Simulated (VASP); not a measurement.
Here is a VASP 6.6.1 calculation.

INCAR

```
SYSTEM = Mg7ZnO8
PREC = Accurate
ENCUT = 520
EDIFF = 1E-6
ISMEAR = -1
SIGMA = 0.05
LREAL = Auto
LASPH = .TRUE.
NELM = 60
ALGO = Normal
ISIF = 2
LWAVE = .FALSE.
LCHARG = .FALSE.
GGA = PS
NBANDS = 276
ISYM = 0
```

Contents of KPOINTS:

```
Automatic mesh
0
Gamma
  1 1 1
  0.25 0.25 0.25
```

POSCAR

```
Mg7ZnO8
1.0
    9.8798920000      0.0000000000      0.0000000000
    0.0000000000     11.4083170000      0.0000000000
    0.0000000000      0.0000000000     10.0951730000
Mg Zn O
42 6 48
Direct
    0.1629150000      0.0844120000      0.2451880000
    0.1617050000      0.0825180000      0.7475830000
    0.0021290000      0.3347630000      0.7443080000
    0.5014680000      0.0855180000      0.2442790000
    0.5026600000      0.0834010000      0.7473560000
    0.3347110000      0.3321670000      0.2443680000
    0.1667500000      0.5816830000      0.2410750000
    0.1665930000      0.5850620000      0.7453320000
    0.0030190000      0.8354240000      0.2442830000
    0.9986820000      0.8319080000      0.7475740000
    0.8361190000      0.0850610000      0.2441410000
    0.8352970000      0.0843460000      0.7438950000
    0.6636590000      0.3346820000      0.7440340000
    0.5010180000      0.5858690000      0.7461650000
    0.3315570000      0.8341670000      0.2433350000
    0.3312080000      0.8316300000      0.7400860000
    0.8307700000      0.5847350000      0.2445990000
    0.8288670000      0.5802960000      0.7483320000
    0.6637340000      0.8343250000      0.2437170000
    0.6675740000      0.8354010000      0.7471600000
    0.0030340000      0.1662810000      0.4962950000
    0.9982060000      0.1656550000      0.9945440000
    0.3321610000      0.1682870000      0.4935550000
    0.3327350000      0.1687000000      0.9967150000
    0.1683970000      0.4144290000      0.4966910000
    0.1662830000      0.4170500000      0.9963580000
    0.9958740000      0.6688780000      0.4966300000
    0.0015800000      0.6671880000      0.9984940000
    0.6685970000      0.1677200000      0.4941540000
    0.6655800000      0.1682440000      0.9990750000
    0.4992220000      0.4183500000      0.4966840000
    0.4970240000      0.4200860000      0.9954850000
    0.3316460000      0.6633130000      0.4944080000
    0.3346030000      0.6701140000      0.9943490000
    0.1660840000      0.9121690000      0.4981110000
    0.1654190000      0.9146210000      0.9925280000
    0.8363350000      0.4154420000      0.9944960000
    0.6657180000      0.6675610000      0.4932560000
    0.4997130000      0.9136740000      0.4975910000
    0.5017750000      0.9162080000      0.9959740000
    0.8333100000      0.9170760000      0.4945310000
    0.8350640000      0.9191520000      0.9955880000
    0.0029730000      0.3286660000      0.2436070000
    0.3326830000      0.3327920000      0.7466640000
    0.6666550000      0.3328520000      0.2492990000
    0.4985710000      0.5801940000      0.2472780000
    0.8287660000      0.4130590000      0.4953200000
    0.6697600000      0.6683240000      0.9982990000
    0.9987570000      0.1696770000      0.1908960000
    0.0013400000      0.1666290000      0.6908810000
    0.3320120000      0.1643430000      0.1927400000
    0.3309230000      0.1717890000      0.6919610000
    0.1642730000      0.4182880000      0.1928510000
    0.1675660000      0.4152100000      0.6934560000
    0.9989450000      0.6687780000      0.1933950000
    0.0004320000      0.6679990000      0.6937570000
    0.6664430000      0.1677550000      0.1923550000
    0.6662080000      0.1685750000      0.6895280000
    0.5004230000      0.4176070000      0.1893730000
    0.5004310000      0.4162000000      0.6928130000
    0.3322040000      0.6662380000      0.1950420000
    0.3353190000      0.6678850000      0.6930720000
    0.1651650000      0.9139810000      0.1904900000
    0.1690920000      0.9149830000      0.6930470000
    0.8312470000      0.4142720000      0.1941280000
    0.8324430000      0.4151500000      0.6895870000
    0.6672660000      0.6668370000      0.1917310000
    0.6663370000      0.6669230000      0.6922420000
    0.4985530000      0.9160180000      0.1943280000
    0.5017250000      0.9175710000      0.6918360000
    0.8393180000      0.9152900000      0.1913530000
    0.8301090000      0.9176530000      0.6940610000
    0.1689100000      0.0850210000      0.4416620000
    0.1625810000      0.0818090000      0.9433100000
    0.9954770000      0.3349990000      0.4420460000
    0.9987700000      0.3332790000      0.9442490000
    0.5011050000      0.0874690000      0.4433470000
    0.5034410000      0.0841780000      0.9439240000
    0.3318810000      0.3320570000      0.4441040000
    0.3318420000      0.3333610000      0.9398580000
    0.1665370000      0.5865300000      0.4421830000
    0.1656220000      0.5817950000      0.9438360000
    0.0031470000      0.8332290000      0.4406920000
    0.9993780000      0.8302800000      0.9454060000
    0.8302520000      0.0819350000      0.4444630000
    0.8332480000      0.0834570000      0.9428720000
    0.6632550000      0.3337330000      0.4429550000
    0.6694820000      0.3351670000      0.9380230000
    0.4988670000      0.5800010000      0.4399470000
    0.5027340000      0.5853820000      0.9405830000
    0.3364600000      0.8348350000      0.4448610000
    0.3332460000      0.8326710000      0.9430180000
    0.8333500000      0.5831600000      0.4421600000
    0.8316160000      0.5853660000      0.9458530000
    0.6665370000      0.8349430000      0.4410080000
    0.6695760000      0.8314550000      0.9405740000
```

Potentials or basis: VASP PAW PBE potentials, release 64 (Mg, Zn, O).

Run with:

```sh
$ cat potpaw_PBE.64/Mg/POTCAR potpaw_PBE.64/Zn/POTCAR potpaw_PBE.64/O/POTCAR > POTCAR
$ mpirun -np 1 vasp_std > vasp.out
```

Problem. What does it give for the band gap on the k mesh?

Solution. 3.43 eV.

Problem. What does it give for the pressure?

Solution. 0.2 GPa.

Problem. Predict the largest force.

Solution. 1.170 eV/Å.

Forces in eV/Å, atoms in the order of the input:
```
Mg   0.371 -0.361 -0.042
Mg   0.752  0.168 -0.222
Mg  -0.304 -0.246  0.118
Mg  -0.238 -0.315  0.415
Mg  -0.310  0.378 -0.372
Mg  -0.217  0.107  0.334
Mg  -0.365  0.417  0.664
Mg   0.114 -0.275  0.006
Mg  -0.239 -0.561  0.135
Mg  -0.093  0.189  0.011
Mg  -0.413 -0.192  0.311
Mg  -0.483  0.191  0.007
Mg   0.288 -0.339  0.033
Mg   0.054 -0.276  0.006
Mg   0.158 -0.142  0.432
Mg   0.670  0.307  0.510
Mg   0.379 -0.560  0.125
Mg   0.268  0.392 -0.229
Mg   0.475 -0.076  0.071
Mg  -0.205 -0.519 -0.214
Mg  -0.474  0.133 -0.239
Mg   0.026  0.394 -0.028
Mg   0.382 -0.179  0.368
Mg  -0.047 -0.430 -0.359
Mg  -0.431  0.513 -0.226
Mg  -0.188 -0.208 -0.191
Mg   0.389 -0.481 -0.166
Mg  -0.341 -0.196 -0.074
Mg  -0.306 -0.049  0.134
Mg   0.340  0.444 -0.522
Mg  -0.228 -0.488  0.027
Mg   0.712 -0.178 -0.445
Mg   0.253  0.459 -0.133
Mg   0.149 -0.607  0.230
Mg   0.365  0.624 -0.322
Mg   0.113  0.078  0.210
Mg  -0.613  0.179  0.463
Mg   0.037 -0.200  0.114
Mg   0.274  0.860 -0.287
Mg  -0.109 -0.105 -0.083
Mg   0.024 -0.178  0.066
Mg  -0.047 -0.513 -0.033
Zn  -0.509  0.995  0.328
Zn   0.197  0.248 -0.273
Zn   0.099  0.214 -0.315
Zn   0.143  0.438 -0.362
Zn   0.232  0.556 -0.254
Zn  -0.388 -0.171 -0.226
O    0.149 -0.929 -0.144
O   -0.168  0.118  0.172
O   -0.018  0.325 -0.107
O    0.044 -1.162  0.130
O    0.575 -0.474 -0.162
O   -0.207  0.565 -0.132
O    0.099 -0.259  0.033
O   -0.301 -0.288  0.046
O    0.199 -0.288  0.125
O    0.220 -0.184  0.272
O   -0.278 -0.452  0.109
O   -0.184  0.559 -0.095
O    0.077  0.120 -0.419
O   -0.248 -0.358 -0.189
O    0.317  0.672 -0.068
O   -0.663  0.234  0.161
O    0.316  0.280 -0.330
O    0.124  0.097  0.650
O   -0.363  0.166  0.559
O    0.054  0.167 -0.363
O    0.079  0.328 -0.331
O   -0.255 -0.087  0.329
O   -0.748  0.504  0.129
O    0.651 -0.004 -0.165
O   -0.410 -0.526 -0.003
O    0.352  0.099  0.071
O    0.639 -0.421  0.222
O    0.405 -0.131 -0.489
O   -0.119 -0.521 -0.180
O   -0.434 -0.118  0.112
O    0.223  0.381 -0.623
O    0.081  0.136  0.950
O   -0.296 -0.541  0.028
O    0.280  0.306 -0.032
O   -0.487  0.186  0.224
O    0.040  0.444 -0.379
O    0.726  0.223 -0.371
O   -0.153  0.100 -0.059
O   -0.186 -0.084  0.207
O   -0.424 -0.099  0.318
O    0.084  0.492  0.609
O   -0.414  0.026  0.103
O   -0.464 -0.480 -0.176
O    0.081  0.374 -0.300
O   -0.292  0.120 -0.028
O    0.640 -0.508 -0.256
O    0.098 -0.248 -0.030
O   -0.156  0.699  0.372
```

Caveat: the PAW data sets were made with another functional, which shifts forces and pressure a little; a shifted mesh leaves out Γ, where band edges can lie. A k mesh can miss the band edges.
